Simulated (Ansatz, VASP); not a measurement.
**Two plane-wave programs on GaSn2**

```
CELL_PARAMETERS angstrom
-1.92269 1.92269 5.07363
1.92269 -1.92269 5.07363
1.92269 1.92269 -5.07363
ATOMIC_POSITIONS crystal
Ga 0.00000 0.00000 0.00000
Sn 0.66034 0.66034 0.00000
Sn 0.33966 0.33966 0.00000
```

Alike in both runs: functional PBE; k mesh 16 × 16 × 16; occupations gaussian, width 0.1 eV; no spin polarisation.

Ansatz relaxed the structure, and its values are those at the end. VASP's run is a single point on that final structure, the one shown.

|  | VASP | Ansatz |
| --- | --- | --- |
| version | VASP 6.6.1 | Ansatz 0.2.0 |
| potentials or method | VASP PAW PBE potentials, release 64 (Ga_d, Sn_d), cutoff 520 eV | scalar-relativistic, plane waves, PAW |
| valence electrons in the cell | 41 | 41 |

|  | VASP | Ansatz | Ansatz less VASP |
| --- | --- | --- | --- |
| gap on the k mesh at the Fermi level (eV) | none | none | - |
| pressure (GPa) | 0.0 | 0.0 | -0.03 |

A gap of «none» marks a metal or a gap that the smearing closes.
